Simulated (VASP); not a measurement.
# AlN (P6_3/mmc) in VASP: further runs, part 2 of 2

VASP 6.6.1. Earlier steps stand in the parts before.

### Step 4. Single point, PBEsol

This run uses another cell than the first one, of 9.61 Å³/atom, 0.987 times its volume.

Contents of INCAR:

```
SYSTEM = AlN
PREC     = Accurate       ! precision mode
ENCUT    = 520            ! plane-wave cutoff, eV
EDIFF    = 1E-6           ! SCF threshold, eV
ISMEAR   = 0              ! smearing method
SIGMA    = 0.05           ! smearing width, eV
LREAL    = .FALSE.        ! projectors in reciprocal space
LASPH    = .TRUE.         ! aspherical terms in the spheres
NELM     = 100            ! most SCF steps
ALGO     = Normal         ! electronic algorithm
ISIF     = 2              ! what is computed and relaxed
LWAVE    = .FALSE.        ! write WAVECAR
LCHARG   = .FALSE.        ! write CHGCAR
GGA      = PS             ! functional
NBANDS   = 16             ! bands
```

Contents of KPOINTS:

```
regular mesh
0
G
  9 9 6
  0 0 0
```

Contents of POSCAR:

```
AlN
1.0
    3.2421000000      0.0000000000      0.0000000000
   -1.6210500000      2.8077409616      0.0000000000
    0.0000000000      0.0000000000      4.2240000000
Al N
2 2
Direct
    0.3333333333      0.6666666667      0.7500000000
    0.6666666667      0.3333333333      0.2500000000
    0.3333333333      0.6666666667      0.2500000000
    0.6666666667      0.3333333333      0.7500000000
```

Potentials or basis: VASP PAW PBE potentials, release 64 (Al, N).

Launch:

```sh
cat potpaw_PBE.64/Al/POTCAR potpaw_PBE.64/N/POTCAR > POTCAR
mpirun -np 1 vasp_std > vasp.out
```

OUTCAR:

```text
SYSTEM = AlN
   PREC = Accurate
   ENCUT = 520
   EDIFF = 1E-6
   ISMEAR = 0
   LREAL = .FALSE.
   LASPH = .TRUE.
   NELM = 100
   ISIF = 2
   GGA = PS

 ion  position               nearest neighbor table
   1  0.333  0.667  0.750-   4 1.87   4 1.87   4 1.87   3 2.11   3 2.11   2 2.82   2 2.82   2 2.82
                             2 2.82   2 2.82   2 2.82
   2  0.667  0.333  0.250-   3 1.87   3 1.87   3 1.87   4 2.11   4 2.11   1 2.82   1 2.82   1 2.82
                             1 2.82   1 2.82   1 2.82
   3  0.333  0.667  0.250-   2 1.87   2 1.87   2 1.87   1 2.11   1 2.11
   4  0.667  0.333  0.750-   1 1.87   1 1.87   1 1.87   2 2.11   2 2.11

  LATTYP: Found a hexagonal cell.
 ALAT       =     3.2421000000
 C/A-ratio  =     1.3028592579

  Lattice vectors:

 A1 = (   3.2421000000,   0.0000000000,   0.0000000000)
 A2 = (  -1.6210500000,   2.8077409616,   0.0000000000)
 A3 = (   0.0000000000,   0.0000000000,   4.2240000000)

Analysis of symmetry for initial positions (statically):
=====================================================================
 Subroutine PRICEL returns:
 Original cell was already a primitive cell.

 Routine SETGRP: Setting up the symmetry group for a
 hexagonal supercell.

[... 176 lines left out ...]
 fundamental gap:      3.3744629847
 Fermi energy:         8.5623713924

 k-point     1 :       0.0000    0.0000    0.0000
  band No.  band energies     occupation
      1      -8.7704      2.00000
      2      -5.0968      2.00000
      3       1.0613      2.00000
      4       4.9675      2.00000
      5       4.9675      2.00000
      6       6.5152      2.00000
[... 433 lines left out ...]
      3       1.4869      2.00000
      4       2.5509      2.00000
      5       2.5509      2.00000
      6       4.9130      2.00000
[... 8 lines left out ...]
     15      19.6234      0.00000
     16      21.5215      0.00000

 [... further k-points ...]

------------------------ aborting loop because EDIFF is reached ----------------------------------------

  FORCE on cell =-STRESS in cart. coord.  units (eV):
  Direction    XX          YY          ZZ          XY          YZ          ZX
  --------------------------------------------------------------------------------------
  -------------------------------------------------------------------------------------
  Total        1.9597393      1.9597393     -0.2237066      0.0000000      0.0000000     -0.0000000
  in kB       81.6585241     81.6585241     -9.3214195      0.0000000      0.0000000     -0.0000000
  external PRESSURE =      51.3318762 kB  Pullay stress =       0.0000000 kB

 VOLUME and BASIS-vectors are now :
 -----------------------------------------------------------------------------
  energy-cutoff  :      520.00
  volume of cell :       38.45
      direct lattice vectors                 reciprocal lattice vectors
     3.242100000  0.000000000  0.000000000     0.308442059  0.178079106  0.000000000
    -1.621050000  2.807740962  0.000000000     0.000000000  0.356158212  0.000000000
     0.000000000  0.000000000  4.224000000     0.000000000  0.000000000  0.236742424

 POSITION                                       TOTAL-FORCE (eV/Angst)
 -----------------------------------------------------------------------------------
     -0.00000      1.87183      3.16800         0.000000      0.000000      0.000000
      1.62105      0.93591      1.05600        -0.000000      0.000000      0.000000
     -0.00000      1.87183      1.05600        -0.000000     -0.000000      0.000000
      1.62105      0.93591      3.16800         0.000000     -0.000000      0.000000
 -----------------------------------------------------------------------------------
    total drift:                               -0.000000      0.000000      0.000000

  FREE ENERGIE OF THE ION-ELECTRON SYSTEM (eV)
  ---------------------------------------------------
  free  energy   TOTEN  =       -30.9086025776 eV

  energy  without entropy=      -30.9086025776  energy(sigma->0) =      -30.90860258
```

Wall time 42 s (1 thread of AMD EPYC 7R13, shared host); peak memory 0.13 GiB.

What came out:

* Free energy: -30.9086 eV
* Pressure: 5.1 GPa
* Band gap on the k mesh: 3.37 eV, direct

Stress tensor (GPa, compression positive):
```
 8.17  0.00  0.00
 0.00  8.17  0.00
 0.00  0.00 -0.93
```

Levels at points of the mesh, in eV from the valence-band top:
| k point | band 5 | band 6 | band 7 | band 8 | band 9 | band 10 | band 11 | band 12 |
| --- | --- | --- | --- | --- | --- | --- | --- | --- |
| (0.00, 0.00, 0.00) | -3.39 | -1.84 | -1.84 | 0.00 | 3.37 | 4.66 | 8.40 | 8.40 |
| (0.00, 0.00, 0.50) | -2.66 | -2.66 | -2.66 | -2.66 | 5.72 | 5.72 | 8.60 | 8.60 |

Caveat: the PAW data sets were made with another functional, which shifts forces and pressure a little.

### Step 5. Single point, PBEsol

This run uses another cell than the first one, of 10.31 Å³/atom, 1.059 times its volume.

Contents of INCAR:

```
PREC = Accurate
ENCUT = 520
EDIFF = 1E-7
ISMEAR = 0
SIGMA = 0.05
LREAL = False
LASPH = True
NELM = 60
ALGO = Normal
ISIF = 2
LWAVE = False
LCHARG = True
GGA = PS
LELF = True
LVHAR = True
NBANDS = 16
```

Contents of KPOINTS:

```
regular mesh
0
Gamma
  9 9 6
```

Contents of POSCAR:

```
AlN
1.0
    3.3412000000      0.0000000000      0.0000000000
   -1.6706000000      2.8935640791      0.0000000000
    0.0000000000      0.0000000000      4.2655000000
Al N
2 2
Direct
    0.3333333333      0.6666666667      0.7500000000
    0.6666666667      0.3333333333      0.2500000000
    0.3333333333      0.6666666667      0.2500000000
    0.6666666667      0.3333333333      0.7500000000
```

Potentials or basis: VASP PAW PBE potentials, release 64 (Al, N).

Launch:

```sh
cat potpaw_PBE.64/Al/POTCAR potpaw_PBE.64/N/POTCAR > POTCAR
mpirun -np 1 vasp_std > vasp.out
```

OUTCAR:

```text
PREC = Accurate
   ENCUT = 520
   EDIFF = 1E-7
   ISMEAR = 0
   LREAL = False
   LASPH = True
   NELM = 60
   ISIF = 2
   GGA = PS

 ion  position               nearest neighbor table
   1  0.333  0.667  0.750-   4 1.93   4 1.93   4 1.93   3 2.13   3 2.13   2 2.88   2 2.88   2 2.88
                             2 2.88   2 2.88   2 2.88
   2  0.667  0.333  0.250-   3 1.93   3 1.93   3 1.93   4 2.13   4 2.13   1 2.88   1 2.88   1 2.88
                             1 2.88   1 2.88   1 2.88
   3  0.333  0.667  0.250-   2 1.93   2 1.93   2 1.93   1 2.13   1 2.13
   4  0.667  0.333  0.750-   1 1.93   1 1.93   1 1.93   2 2.13   2 2.13

  LATTYP: Found a hexagonal cell.
 ALAT       =     3.3412000000
 C/A-ratio  =     1.2766371364

  Lattice vectors:

 A1 = (   3.3412000000,   0.0000000000,   0.0000000000)
 A2 = (  -1.6706000000,   2.8935640791,   0.0000000000)
 A3 = (   0.0000000000,   0.0000000000,   4.2655000000)

Analysis of symmetry for initial positions (statically):
=====================================================================
 Subroutine PRICEL returns:
 Original cell was already a primitive cell.

 Routine SETGRP: Setting up the symmetry group for a
 hexagonal supercell.

 Subroutine GETGRP returns: Found 24 space group operations
 (whereof 12 operations were pure point group operations)
 out of a pool of 24 trial point group operations.

The static configuration has the point symmetry D_3d.
 The point group associated with its full space group is D_6h.

Analysis of symmetry for dynamics (positions and initial velocities):
=====================================================================
 Subroutine PRICEL returns:
 Original cell was already a primitive cell.

 Routine SETGRP: Setting up the symmetry group for a
 hexagonal supercell.

 Subroutine GETGRP returns: Found 24 space group operations
 (whereof 12 operations were pure point group operations)
[... 127 lines left out ...]
     AMIX_MAG =   1.60;   BMIX_MAG =  1.00
  volume/ion in A,a.u.               =      10.31        69.57
  Fermi-wavevector in a.u.,A,eV,Ry     =   1.194024  2.256378 19.397729  1.425693
  Thomas-Fermi vector in A             =   2.330024
   LORBIT       =      0    0 simple, 1 ext, 2 COOP (PROOUT), +10 PAW based schemes
   GGA     = PS    functional components
   LHFCALC =     F    Hartree Fock is set to
   AEXX    =    0.0000 exact exchange contribution
   IVDW    =     0    specifies the selected vdW correction
   LEPSILON=     F    determine dielectric tensor
   LRPA    =     F    only Hartree local field effects (RPA)
 non-spin polarized calculation
 Gauss-broadening in eV      SIGMA  =   0.05
  energy-cutoff  :      520.00
  volume of cell :       41.24
 maximum number of plane-waves:      1134
 NGX is ok and might be reduce to    28
   NGX = 13   NGY = 13   NGZ = 15

 number of electron      15.9999998 magnetization

 Free energy of the ion-electron system (eV)
  ---------------------------------------------------
  ext. energy  EPLUGINS =         0.00000000
  ---------------------------------------------------
  free energy    TOTEN  =       -30.87473947 eV

  energy without entropy =      -30.87473947  energy(sigma->0) =      -30.87473947

 E-fermi :   7.7005     XC(G=0): -11.1957

 val. band max:        7.4992685251   @ k =   0.0000   0.0000   0.0000
 cond. band min:      10.3921572070   @ k =   0.0000   0.0000   0.0000
 fundamental gap:      2.8928886819
 Fermi energy:         7.7005356359

 k-point     1 :       0.0000    0.0000    0.0000
  band No.  band energies     occupation
      1      -9.0209      2.00000
      2      -5.5743      2.00000
      3       0.7443      2.00000
      4       4.3106      2.00000
      5       4.3106      2.00000
      6       5.8944      2.00000
[... 433 lines left out ...]
      3       1.1079      2.00000
      4       1.9914      2.00000
      5       1.9914      2.00000
      6       4.4518      2.00000
[... 8 lines left out ...]
     15      18.3560      0.00000
     16      19.9827      0.00000

 [... further k-points ...]

------------------------ aborting loop because EDIFF is reached ----------------------------------------

  FORCE on cell =-STRESS in cart. coord.  units (eV):
  Direction    XX          YY          ZZ          XY          YZ          ZX
  --------------------------------------------------------------------------------------
  -------------------------------------------------------------------------------------
  Total       -2.5096989     -2.5096989     -2.7072684      0.0000000      0.0000000      0.0000000
  in kB      -97.5049526    -97.5049526   -105.1807773      0.0000000      0.0000000      0.0000000
  external PRESSURE =    -100.0635609 kB  Pullay stress =       0.0000000 kB

 VOLUME and BASIS-vectors are now :
 -----------------------------------------------------------------------------
  energy-cutoff  :      520.00
  volume of cell :       41.24
      direct lattice vectors                 reciprocal lattice vectors
     3.341200000  0.000000000  0.000000000     0.299293667  0.172797279  0.000000000
    -1.670600000  2.893564079  0.000000000     0.000000000  0.345594558  0.000000000
     0.000000000  0.000000000  4.265500000     0.000000000  0.000000000  0.234439104

 POSITION                                       TOTAL-FORCE (eV/Angst)
 -----------------------------------------------------------------------------------
     -0.00000      1.92904      3.19913        -0.000000     -0.000000     -0.000000
      1.67060      0.96452      1.06638         0.000000      0.000000      0.000000
     -0.00000      1.92904      1.06638         0.000000      0.000000      0.000000
      1.67060      0.96452      3.19913        -0.000000     -0.000000      0.000000
 -----------------------------------------------------------------------------------
    total drift:                               -0.000000      0.000000      0.000000

  FREE ENERGIE OF THE ION-ELECTRON SYSTEM (eV)
  ---------------------------------------------------
  free  energy   TOTEN  =       -30.8747394740 eV

  energy  without entropy=      -30.8747394740  energy(sigma->0) =      -30.87473947
```

OSZICAR:

```text
N       E                     dE             d eps       ncg     rms          rms(c)
DAV:   1     0.422666306091E+02    0.42267E+02   -0.73423E+03  1536   0.896E+02
DAV:   2    -0.312926569025E+02   -0.73559E+02   -0.65864E+02  2248   0.186E+02
DAV:   3    -0.349360679364E+02   -0.36434E+01   -0.36268E+01  1856   0.426E+01
DAV:   4    -0.349589156868E+02   -0.22848E-01   -0.22846E-01  1888   0.381E+00
DAV:   5    -0.349592100749E+02   -0.29439E-03   -0.29439E-03  1856   0.438E-01    0.110E+01
DAV:   6    -0.309390292991E+02    0.40202E+01   -0.81591E+00  1976   0.211E+01    0.384E+00
DAV:   7    -0.309165526742E+02    0.22477E-01   -0.60993E-01  1680   0.535E+00    0.274E+00
DAV:   8    -0.308823355402E+02    0.34217E-01   -0.99324E-02  1680   0.258E+00    0.877E-01
DAV:   9    -0.308744494837E+02    0.78861E-02   -0.18105E-02  1944   0.105E+00    0.280E-01
DAV:  10    -0.308748341884E+02   -0.38470E-03   -0.20998E-03  1744   0.313E-01    0.178E-01
DAV:  11    -0.308747417962E+02    0.92392E-04   -0.12333E-04  1808   0.848E-02    0.439E-02
DAV:  12    -0.308747399817E+02    0.18146E-05   -0.62820E-06  1768   0.200E-02    0.903E-03
DAV:  13    -0.308747394161E+02    0.56555E-06   -0.27649E-06  1960   0.124E-02    0.412E-03
DAV:  14    -0.308747394740E+02   -0.57914E-07   -0.16834E-07  1040   0.376E-03
   1 F= -.30874739E+02 E0= -.30874739E+02  d E =-.532992E-11
```

Run time: 29 s. Hardware: 1 thread of Intel Xeon 6975P-C, shared host; peak memory 0.17 GiB.

Results:

| Item | Value |
| --- | --- |
| Free energy | -30.8747 eV |
| Pressure | -10.0 GPa |
| Band gap on the k mesh | 2.89 eV, direct |

Caveat: the PAW data sets were made with another functional, which shifts forces and pressure a little. Expect the measured gap to be larger: semilocal functionals such as PBEsol lack the derivative discontinuity.

### Step 6. Single point, PBEsol

This run uses another cell than the first one, of 10.37 Å³/atom, 1.065 times its volume.

Contents of INCAR:

```
  PREC = Accurate
  ENCUT = 520
  EDIFF = 1E-6
  ISMEAR = 0
  SIGMA = 0.05
  LREAL = F
  LASPH = T
  NELM = 100
  ALGO = Normal
  ISIF = 2
  LWAVE = F
  LCHARG = T
  GGA = PS
  LELF = T
  LVHAR = T
  NBANDS = 16
```

Contents of KPOINTS:

```
Automatic mesh
0
Gamma
  9 9 6
```

Contents of POSCAR:

```
AlN
1.0
    3.4006000000      0.0000000000      0.0000000000
   -1.7003000000      2.9450059881      0.0000000000
    0.0000000000      0.0000000000      4.1412155349
Al N
2 2
Direct
    0.3333333333      0.6666666667      0.7500000000
    0.6666666667      0.3333333333      0.2500000000
    0.3333333333      0.6666666667      0.2500000000
    0.6666666667      0.3333333333      0.7500000000
```

Potentials or basis: VASP PAW PBE potentials, release 64 (Al, N).

Launch:

```sh
cat potpaw_PBE.64/Al/POTCAR potpaw_PBE.64/N/POTCAR > POTCAR
mpirun -np 1 vasp_std > vasp.out
```

It took 30 s on 1 thread of Intel Xeon 6975P-C, shared host; peak memory 0.17 GiB.

Results (log left out):

```yaml
Free_energy: -30.8375 eV
Pressure: -11.8 GPa
Band_gap_on_the_k_mesh: 3.00 eV, direct
```

Stress tensor (GPa, compression positive):
```
-13.76   0.00   0.00
  0.00 -13.76   0.00
  0.00   0.00  -7.75
```

Levels at points of the mesh, in eV from the valence-band top:
```csv
k point,band 4,band 5,band 6,band 7,band 8,band 9,band 10,band 11,band 12,band 13
"(0.00, 0.00, 0.00)",-3.12,-3.12,-1.30,-1.30,0.00,3.00,4.04,7.88,7.88,11.00
"(0.00, 0.00, 0.50)",-3.56,-2.25,-2.25,-2.25,-2.25,5.45,5.45,8.04,8.04,8.04
```

Caveat: the PAW data sets were made with another functional, which shifts forces and pressure a little.

### Step 7. The runs side by side

| cell | gap on the mesh (eV) | pressure (GPa) |
| --- | --- | --- |
| a = 3.381, b = 3.381, c = 3.934 Å, angles 90.0, 90.0, 120.0°, 4 atoms | 3.57 | 1.2 |
| a = 3.341, b = 3.341, c = 4.017 Å, angles 90.0, 90.0, 120.0°, 4 atoms | 3.50 | 1.1 |
| a = 3.242, b = 3.242, c = 4.224 Å, angles 90.0, 90.0, 120.0°, 4 atoms | 3.37 | 5.1 |
| a = 3.341, b = 3.341, c = 4.266 Å, angles 90.0, 90.0, 120.0°, 4 atoms | 2.89 | -10.0 |
| a = 3.401, b = 3.401, c = 4.141 Å, angles 90.0, 90.0, 120.0°, 4 atoms | 3.00 | -11.8 |

Alike in all rows: task single point; level PBEsol; potentials or basis VASP PAW PBE potentials, release 64 (Al, N); no spin polarisation; k mesh 9 × 9 × 6; cutoff (eV) 520; smearing gaussian 0.05 eV.

Caveats: the PAW data sets were made with another functional, which shifts forces and pressure a little.

Absolute energies hang on the potentials; compare differences alone.
